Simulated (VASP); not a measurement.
# PbS (Fm-3m) in VASP: notebook, part 2 of 2

VASP 6.6.1. The steps go on from the part before.

## (3) Dielectric tensor, r2SCAN

INCAR reads:

```
  PREC = Accurate
  ENCUT = 520
  EDIFF = 1E-8
  ISMEAR = 0
  SIGMA = 0.01
  LREAL = False
  LASPH = True
  NELM = 100
  ALGO = Normal
  ISIF = 2
  LWAVE = False
  LCHARG = False
  METAGGA = R2SCAN
  LMIXTAU = True
  LCALCEPS = True
```

KPOINTS reads:

```
regular mesh
0
Gamma
  6 6 6
```

POSCAR reads:

```
PbS
1.0
    0.0000000000      2.9705684010      2.9705684010
    2.9705684010      0.0000000000      2.9705684010
    2.9705684010      2.9705684010      0.0000000000
Pb S
1 1
Direct
    0.0000000000      0.0000000000      0.0000000000
    0.5000000000      0.5000000000      0.5000000000
```

Potentials or basis: VASP PAW PBE potentials, release 64 (Pb_d, S).

Run with:

```sh
$ cat potpaw_PBE.64/Pb_d/POTCAR potpaw_PBE.64/S/POTCAR > POTCAR
$ mpirun -np 1 vasp_std > vasp.out
```

OUTCAR:

```text
PREC = Accurate
   ENCUT = 520
   EDIFF = 1E-8
   ISMEAR = 0
   LREAL = False
   LASPH = True
   NELM = 100
   ISIF = 2
   METAGGA = R2SCAN

 ion  position               nearest neighbor table
   1  0.000  0.000  0.000-   2 2.97   2 2.97   2 2.97   2 2.97   2 2.97   2 2.97
   2  0.500  0.500  0.500-   1 2.97   1 2.97   1 2.97   1 2.97   1 2.97   1 2.97

  LATTYP: Found a face centered cubic cell.
 ALAT       =     5.9411368020

  Lattice vectors:

 A1 = (   0.0000000000,   2.9705684010,   2.9705684010)
 A2 = (   2.9705684010,   0.0000000000,   2.9705684010)
 A3 = (   2.9705684010,   2.9705684010,   0.0000000000)

Analysis of symmetry for initial positions (statically):
=====================================================================
 Subroutine PRICEL returns:
 Original cell was already a primitive cell.

 Routine SETGRP: Setting up the symmetry group for a
 face centered cubic supercell.

 Subroutine GETGRP returns: Found 48 space group operations
 (whereof 48 operations were pure point group operations)
 out of a pool of 48 trial point group operations.

The static configuration has the point symmetry O_h .

Analysis of symmetry for dynamics (positions and initial velocities):
=====================================================================
 Subroutine PRICEL returns:
 Original cell was already a primitive cell.

 Routine SETGRP: Setting up the symmetry group for a
 face centered cubic supercell.

 Subroutine GETGRP returns: Found 48 space group operations
 (whereof 48 operations were pure point group operations)
 out of a pool of 48 trial point group operations.

The dynamic configuration has the point symmetry O_h .

 Subroutine INISYM returns: Found 48 space group operations
 (whereof 48 operations are pure point group operations),
 and found     1 'primitive' translations

----------------------------------------------------------------------------------------

                                     Primitive cell

  volume of cell :      52.4262

  direct lattice vectors                    reciprocal lattice vectors
     0.000000000  2.970568401  2.970568401    -0.168317956  0.168317956  0.168317956
     2.970568401  0.000000000  2.970568401     0.168317956 -0.168317956  0.168317956
     2.970568401  2.970568401  0.000000000     0.168317956  0.168317956 -0.168317956

  length of vectors
     4.201018121  4.201018121  4.201018121     0.291535251  0.291535251  0.291535251

  position of ions in fractional coordinates (direct lattice)
     0.000000000  0.000000000  0.000000000
     0.500000000  0.500000000  0.500000000

  ion indices of the primitive-cell ions
   primitive index   ion index
                 1           1
                 2           2

----------------------------------------------------------------------------------------

 KPOINTS: regular mesh

Automatic generation of k-mesh.
 Grid dimensions read from file:
 generate k-points for:    6    6    6

 Generating k-lattice:

  Cartesian coordinates                     Fractional coordinates (reciprocal lattice)
[... 76 lines left out ...]
   METAGGA = R2SCAN    functional components
   LHFCALC =     F    Hartree Fock is set to
   AEXX    =    0.0000 exact exchange contribution
   IVDW    =     0    specifies the selected vdW correction
   LEPSILON=     F    determine dielectric tensor
   LRPA    =     F    only Hartree local field effects (RPA)
   LRPA       =     F
 non-spin polarized calculation
 Gauss-broadening in eV      SIGMA  =   0.01
  energy-cutoff  :      520.00
  volume of cell :       52.43
 maximum number of plane-waves:      1428
   NGX = 15   NGY = 15   NGZ = 15

 Total electronic dipole moment: p[elc]=(    -0.00000    -0.00000    -0.00000 ) |e| Angst

 Total electronic dipole moment: p[elc]=(     0.00001    -0.00000     0.00001 ) |e| Angst

 number of electron      19.9999999 magnetization

 Free energy of the ion-electron system (eV)
  ---------------------------------------------------
  ext. energy  EPLUGINS =         0.00000000
  ---------------------------------------------------
  free energy    TOTEN  =       -65.61044671 eV

  energy without entropy =      -65.61044671  energy(sigma->0) =      -65.61044671

 E-fermi :   5.6947     XC(G=0): -10.2311

 val. band max:        5.6375415111   @ k =   0.5000   0.0000   0.0000
 cond. band min:   10000.0000000000   @ k =   0.0000   0.0000   0.0000
 fundamental gap:   9994.3624584889
 Fermi energy:         5.6947311868

 k-point     1 :       0.0000    0.0000    0.0000
  band No.  band energies     occupation
      1     -11.8059      2.00000
      2     -11.8059      2.00000
      3     -11.8059      2.00000
      4     -11.7900      2.00000
      5     -11.7899      2.00000
      6      -8.5343      2.00000
      7      -0.4759      2.00000
      8       3.3281      2.00000
      9       3.3281      2.00000
     10       3.3281      2.00000
     11   10000.0000      0.00000
     12   10000.0000      0.00000
     13   10000.0000      0.00000
     14   10000.0000      0.00000
[... 377 lines left out ...]
      1     -11.8441      2.00000
      2     -11.8104      2.00000
      3     -11.7962      2.00000
      4     -11.7786      2.00000
      5     -11.7654      2.00000
      6      -7.7187      2.00000
      7      -2.2157      2.00000
      8       2.8760      2.00000
      9       2.9365      2.00000
     10       4.1690      2.00000
     11   10000.0000      0.00000
     12   10000.0000      0.00000
     13   10000.0000      0.00000
     14   10000.0000      0.00000

 [... further k-points ...]

------------------------ aborting loop because EDIFF is reached ----------------------------------------

            Ionic dipole moment: p[ion]=(   -17.82341   -17.82341   -17.82341 ) |e| Angst

 Total electronic dipole moment: p[elc]=(     0.00026     0.00026     0.03838 ) |e| Angst

 MACROSCOPIC STATIC DIELECTRIC TENSOR (including local field effects)
 ------------------------------------------------------
          14.247923     0.000000     0.000000
           0.000000    14.247923     0.000000
           0.000000     0.000000    14.247923
 ------------------------------------------------------

 PIEZOELECTRIC TENSOR (including local field effects) (e Angst)
          XX          YY          ZZ          XY          YZ          ZX
  --------------------------------------------------------------------------------
  x     0.00000     0.00000     0.00000     0.00000     0.00000     0.00000
  y     0.00000     0.00000     0.00000     0.00000     0.00000     0.00000
  z     0.00000     0.00000     0.00000     0.00000     0.00000     0.00000

 PIEZOELECTRIC TENSOR (including local field effects) (C/m^2)
          XX          YY          ZZ          XY          YZ          ZX
  --------------------------------------------------------------------------------
  x     0.00000     0.00000     0.00000     0.00000     0.00000     0.00000
  y     0.00000     0.00000     0.00000     0.00000     0.00000     0.00000
  z     0.00000     0.00000     0.00000     0.00000     0.00000     0.00000

 BORN EFFECTIVE CHARGES (including local field effects) (in |e|, cummulative output)
 ---------------------------------------------------------------------------------
 ion    1
    1     4.33012     0.00000     0.00000
    2     0.00000     4.33012     0.00000
    3    -0.00000    -0.00000     4.33012
 ion    2
    1    -4.33012    -0.00000    -0.00000
    2    -0.00000    -4.33012    -0.00000
    3     0.00000     0.00000    -4.33012

  FORCE on cell =-STRESS in cart. coord.  units (eV):
  Direction    XX          YY          ZZ          XY          YZ          ZX
  --------------------------------------------------------------------------------------
  -------------------------------------------------------------------------------------
  Total        0.3182595      0.3182595      0.3182595      0.0000000      0.0000000     -0.0000000
  in kB        9.7262036      9.7262036      9.7262036      0.0000000      0.0000000     -0.0000000
  external PRESSURE =       9.7262036 kB  Pullay stress =       0.0000000 kB

 VOLUME and BASIS-vectors are now :
 -----------------------------------------------------------------------------
  energy-cutoff  :      520.00
  volume of cell :       52.43
      direct lattice vectors                 reciprocal lattice vectors
     0.000000000  2.970568401  2.970568401    -0.168317956  0.168317956  0.168317956
     2.970568401  0.000000000  2.970568401     0.168317956 -0.168317956  0.168317956
     2.970568401  2.970568401  0.000000000     0.168317956  0.168317956 -0.168317956

 POSITION                                       TOTAL-FORCE (eV/Angst)
 -----------------------------------------------------------------------------------
      0.00000      0.00000      0.00000        -0.000000      0.000000      0.000000
      2.97057      2.97057      2.97057         0.000000     -0.000000     -0.000000
 -----------------------------------------------------------------------------------
    total drift:                                0.000000     -0.000000     -0.000000

  FREE ENERGIE OF THE ION-ELECTRON SYSTEM (eV)
  ---------------------------------------------------
  free  energy   TOTEN  =       -65.6104467086 eV

  energy  without entropy=      -65.6104467086  energy(sigma->0) =      -65.61044671
```

Run time: 36 min. Hardware: 1 thread of Intel Xeon Platinum 8559C (Emerald Rapids), shared host; peak memory 0.36 GiB.

Results:

```
Band gap on the k mesh                  : 0.64 eV
Electronic dielectric tensor (diagonal) : 14.25
Born charges (mean of the diagonal)     : Pb +4.33; S -4.33 e
```

Levels at points of the mesh, in eV from the valence-band top:
```csv
k point,band 8,band 9,band 10,band 11,band 12,band 13
"(0.00, 0.00, 0.00)",-2.31,-2.31,-2.31,5.54,5.54,5.54
"(0.50, 0.00, 0.00)",-1.91,-1.91,0.00,0.64,2.19,2.19
"(0.50, 0.50, 0.00)",-5.34,-3.58,-3.58,4.17,5.99,6.07
```

Electronic dielectric tensor:
```
14.25  0.00  0.00
 0.00 14.25  0.00
 0.00  0.00 14.25
```

Born effective charge tensors (e):
atom 1, Pb
```
4.33 0.00 0.00
0.00 4.33 0.00
0.00 0.00 4.33
```
atom 2, S
```
-4.33  0.00  0.00
 0.00 -4.33  0.00
 0.00  0.00 -4.33
```

Dipole moments of the cell (e·Å, modulo the quantum): ionic -17.823, -17.823, -17.823; electronic 0.000, 0.000, 0.038

Caveat: the gap is small at this level, which inflates the dielectric constant; the PAW data sets were made with another functional, which shifts forces and pressure a little; spin-orbit coupling is left out, which moves the levels of the heavy elements. A k mesh can miss the band edges.

The gap in the log of VASP goes by the Fermi energy; the results here count the filled bands.